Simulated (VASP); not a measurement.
Write the native input for VASP 6.6.1 that does the following.

* Task: single point
* Functional: PBE
* Potentials or basis: VASP PAW PBE potentials, release 64 (Li_sv, F)
* Cutoff: 520 eV
* k mesh: 9 × 9 × 6
* Occupations: gaussian, width 0.05 eV
* Spin: no spin polarisation
* Dipole correction: no
* Further INCAR settings: ALGO = Normal; EDIFF = 1e-06; NBANDS = 18

The structure of LiF lies in POSCAR:

```
LiF
1.0
    2.8775252764      0.0000000000      0.0000000000
   -1.4387626382      2.4920099894      0.0000000000
    0.0000000000      0.0000000000      5.0906299664
Li F
2 2
Direct
    0.3333333333      0.6666666667      0.3810713234
    0.6666666667      0.3333333333      0.8810713234
    0.3333333333      0.6666666667      0.9939266766
    0.6666666667      0.3333333333      0.4939266766
```

This cell differs from its parent crystal: volume 9.126 Å^3 an atom, c/a of the conventional cell 1.7691.

One way to write it, as run:

INCAR

```
PREC     = Accurate       # precision mode
ENCUT    = 520            # plane-wave cutoff, eV
EDIFF    = 1E-6           # SCF threshold, eV
ISMEAR   = 0              # smearing method
SIGMA    = 0.05           # smearing width, eV
LREAL    = F              # projectors in reciprocal space
LASPH    = T              # aspherical terms in the spheres
NELM     = 60             # most SCF steps
ALGO     = Normal         # electronic algorithm
ISIF     = 2              # what is computed and relaxed
LWAVE    = F              # write WAVECAR
LCHARG   = F              # write CHGCAR
GGA      = PE             # functional
NBANDS   = 18             # bands
```

KPOINTS

```
regular mesh
0
Gamma
  9 9 6
```

Potentials or basis: VASP PAW PBE potentials, release 64 (Li_sv, F).

Launch:

```console
$ cat potpaw_PBE.64/Li_sv/POTCAR potpaw_PBE.64/F/POTCAR > POTCAR
$ mpirun -np 1 vasp_std > vasp.out
```

It gave:

```
Largest force          : 0.508 eV/Å
Band gap on the k mesh : 8.28 eV, direct
```

It took 60 s on 1 thread of AMD EPYC 7R13 (shared host), peak memory 0.13 GiB.
